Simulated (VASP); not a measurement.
A run of VASP 6.6.1 is set up as follows.

Contents of INCAR:

```
SYSTEM = KCl
PREC = Accurate ; ENCUT = 600
EDIFF = 1E-6 ; ISMEAR = 0
SIGMA = 0.01 ; LREAL = .FALSE.
LASPH = .TRUE. ; NELM = 100
ALGO = Normal ; ISIF = 3
LWAVE = .FALSE. ; LCHARG = .FALSE.
GGA = PS ; IBRION = 2
NSW = 100 ; EDIFFG = -0.002
PSTRESS = 100.0
```

KPOINTS

```
regular mesh
0
G
  8 8 8
  0 0 0
```

Contents of POSCAR:

```
KCl
1.0
    0.0000000000      3.1212780665      3.1212780665
    3.1212780665      0.0000000000      3.1212780665
    3.1212780665      3.1212780665      0.0000000000
K Cl
1 1
Direct
    0.0000000000      0.0000000000      0.0000000000
    0.5000000000      0.5000000000      0.5000000000
```

Potentials or basis: VASP PAW PBE potentials, release 64 (K_sv, Cl).

Launch:

```bash
$ cat potpaw_PBE.64/K_sv/POTCAR potpaw_PBE.64/Cl/POTCAR > POTCAR
$ mpirun -np 1 vasp_std > vasp.out
```

Task: Predict the space group after relaxing (to 0.1 Å).

Result: Fm-3m (No. 225).

Task: What does it give for the relaxed cell?

Result: a = 4.036 Å, b = 4.036 Å, c = 4.036 Å, α = 60.00°, β = 60.00°, γ = 60.00°.

Task: Predict the relaxed volume.

Result: 23.25 Å³/atom.

Step by step:
```csv
step,energy change (eV),largest force (eV/Å),pressure (GPa),volume (Å³)
1,0.0000,0.0000,0.09,60.82
2,0.3977,0.0000,11.05,45.72
3,0.3491,0.0000,10.03,46.46
4,0.3330,0.0000,9.67,46.72
5,0.3335,0.0000,9.69,46.72
6,0.3350,0.0000,9.71,46.69
7,0.3350,0.0000,9.72,46.69
8,0.3350,0.0000,9.72,46.69
9,0.3352,0.0000,9.71,46.69
10,0.3354,0.0000,9.70,46.68
11,0.3360,0.0000,9.74,46.68
12,0.3370,0.0000,9.76,46.66
13,0.3392,0.0000,9.82,46.62
14,0.3435,0.0000,9.91,46.55
15,0.3523,0.0000,10.10,46.41
16,0.3477,0.0000,10.04,46.48
17,0.3465,0.0000,9.98,46.50
18,0.3469,0.0000,9.98,46.50
19,0.3473,0.0000,9.98,46.49
20,0.3473,0.0000,9.99,46.49
21,0.3474,0.0000,9.99,46.49
22,0.3474,0.0000,9.99,46.49
```

Caveat: the cell is relaxed towards a set pressure, so the run minimises the enthalpy, not the energy; the volume moved by over 15 % at a fixed basis, so the end points are rough; the PAW data sets were made with another functional, which shifts forces and pressure a little.
